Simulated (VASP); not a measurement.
A run of VASP 6.6.1 is set up as follows.

The input POSCAR:

```
Cs2TlRe6Bi
1.0
    0.0000000000      5.0642120000      5.0642120000
    5.0642120000      0.0000000000      5.0642120000
    5.0642120000      5.0642120000      0.0000000000
Tl Cs Re Bi
1 2 6 1
Direct
    0.5000000000      0.5000000000      0.5000000000
    0.2500000000      0.2500000000      0.2500000000
    0.7500000000      0.7500000000      0.7500000000
    0.7700000000      0.2300000000      0.2300000000
    0.2300000000      0.7700000000      0.2300000000
    0.2300000000      0.7700000000      0.7700000000
    0.7700000000      0.2300000000      0.7700000000
    0.2300000000      0.2300000000      0.7700000000
    0.7700000000      0.7700000000      0.2300000000
    0.0000000000      0.0000000000      0.0000000000
```

INCAR.step1

```
  ALGO = Normal
  EDIFF = 1E-4
  ENCUT = 520
  GGA = PE
  ISMEAR = 1
  LASPH = T
  LCHARG = F
  LREAL = F
  LWAVE = T
  NBANDS = 55
  NELM = 60
  PREC = Accurate
  SIGMA = 0.0134
```

Contents of INCAR.step2:

```
  ALGO = Normal
  EDIFF = 1E-6
  ENCUT = 520
  ISIF = 2
  ISMEAR = 1
  ISTART = 1
  LASPH = T
  LCHARG = F
  LMIXTAU = T
  LREAL = F
  LWAVE = F
  METAGGA = R2SCAN
  NBANDS = 55
  NELM = 60
  PREC = Accurate
  SIGMA = 0.0134
```

The input KPOINTS:

```
k-points
0
Gamma
  5 5 5
```

Potentials or basis: VASP PAW PBE potentials, release 64 (Tl_d, Cs_sv, Re, Bi_d).

Command:

```sh
$ cat potpaw_PBE.64/Tl_d/POTCAR potpaw_PBE.64/Cs_sv/POTCAR potpaw_PBE.64/Re/POTCAR potpaw_PBE.64/Bi_d/POTCAR > POTCAR
$ cp INCAR.step1 INCAR
$ mpirun -np 1 vasp_std > vasp.out
$ cp INCAR.step2 INCAR
$ mpirun -np 1 vasp_std > vasp.out
```

Question: Predict the band gap on the k mesh.

Answer: Zero (bands 44 and 45 overlap by 0.17 eV).

Question: Predict the pressure.

Answer: 10.8 GPa.

Question: Estimate the largest force.

Answer: 4.385 eV/Å.

Forces in eV/Å, atoms in the order of the input:
```
Tl   0.000  0.000  0.000
Cs   0.000  0.000  0.000
Cs   0.000  0.000  0.000
Re   4.385  0.000  0.000
Re   0.000  4.385  0.000
Re  -4.385  0.000  0.000
Re   0.000 -4.385  0.000
Re   0.000  0.000  4.385
Re   0.000  0.000 -4.385
Bi   0.000  0.000  0.000
```

Caveat: the cell stands under pressure; the PAW data sets were made with another functional, which shifts forces and pressure a little; spin-orbit coupling is left out, which moves the levels of the heavy elements.
